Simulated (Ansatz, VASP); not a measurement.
One calculation of Sb5Se, two programs

The input INCAR:

```
PREC     = Accurate       # precision mode
ENCUT    = 520            # plane-wave cutoff, eV
EDIFF    = 1E-7           # SCF threshold, eV
ISMEAR   = 0              # smearing method
SIGMA    = 0.1            # smearing width, eV
LREAL    = F              # projectors in reciprocal space
LASPH    = T              # aspherical terms in the spheres
NELM     = 60             # most SCF steps
ALGO     = Normal         # electronic algorithm
ISIF     = 2              # what is computed and relaxed
LWAVE    = F              # write WAVECAR
LCHARG   = T              # write CHGCAR
GGA      = PE             # functional
LELF     = T              # ELF
LVHAR    = T            
NBANDS   = 24             # bands
```

KPOINTS

```
Automatic mesh
0
Gamma
  6 6 8
```

Contents of POSCAR:

```
Sb5Se
1.0
    6.6990691472      0.0000000000      0.0000000000
   -3.3495345736      5.8015640632      0.0000000000
    0.0000000000      0.0000000000      4.8580778577
Sb Se
5 1
Direct
    0.5000000000      0.0000000000      0.5000000000
    0.0000000000      0.5000000000      0.5000000000
    0.5000000000      0.5000000000      0.5000000000
    0.3333333333      0.6666666667      0.0000000000
    0.6666666667      0.3333333333      0.0000000000
    0.0000000000      0.0000000000      0.5000000000
```

Input for Ansatz:

```yaml
crystal:
  lattice:
    - [6.6990691472, 0.0, 0.0]
    - [-3.3495345736, 5.8015640632, 0.0]
    - [0.0, 0.0, 4.8580778577]
  atoms:
    - { symbol: Sb, position: [0.5, 0.0, 0.5] }
    - { symbol: Sb, position: [0.0, 0.5, 0.5] }
    - { symbol: Sb, position: [0.5, 0.5, 0.5] }
    - { symbol: Sb, position: [0.3333333333, 0.6666666667, 0.0] }
    - { symbol: Sb, position: [0.6666666667, 0.3333333333, 0.0] }
    - { symbol: Se, position: [0.0, 0.0, 0.5] }
basis:
  ecutwfc: 420
kpoints:
  mp_grid: { grid: [6, 6, 8] }
  band_path:
    path:
      - [[0.0, 0.0, 0.0], [0.5, 0.0, 0.0], [0.33333333, 0.33333333, 0.0], [0.0, 0.0, 0.0], [0.0, 0.0, 0.5], [0.5, 0.0, 0.5], [0.33333333, 0.33333333, 0.5], [0.0, 0.0, 0.5]]
      - [[0.5, 0.0, 0.5], [0.5, 0.0, 0.0]]
      - [[0.33333333, 0.33333333, 0.5], [0.33333333, 0.33333333, 0.0]]
    npoints: 14
hamiltonian:
  xc: pbe
scf:
  occupations: { method: gaussian, width: 0.1 }
  n_extra_bands: 15
output:
  forces: true
  stress: true
  eigenvalues: true
  populations: true
  dos: { projected: true, de: 0.02, nscf_kmesh: { grid: [8, 8, 10] } }
  bader: true
  write_density: true
  write_potential: true
  elf: true
  volumetric_format: npy
```

Alike in both runs: task single point; functional PBE; k mesh 6 × 6 × 8; occupations gaussian, width 0.1 eV; no spin polarisation.

```csv
,VASP,Ansatz
version,VASP 6.6.1,Ansatz 0.2.0
potentials or method,"VASP PAW PBE potentials, release 64 (Sb, Se), cutoff 520 eV","scalar-relativistic, plane waves, PAW"
valence electrons in the cell,31,91
```

|  | VASP | Ansatz | Ansatz less VASP |
| --- | --- | --- | --- |
| gap on the k mesh at the Fermi level (eV) | none | none | - |
| pressure (GPa) | -0.1 | 0.0 | +0.07 |

A gap of «none» marks a metal or a gap that the smearing closes. With one functional, cell and mesh, what is left measures potentials, basis and numerics. VASP's potentials hold 31 valence electrons a cell and Ansatz's 91, so a difference there can come from the potentials and not from the codes.

Spin-orbit coupling is off throughout.
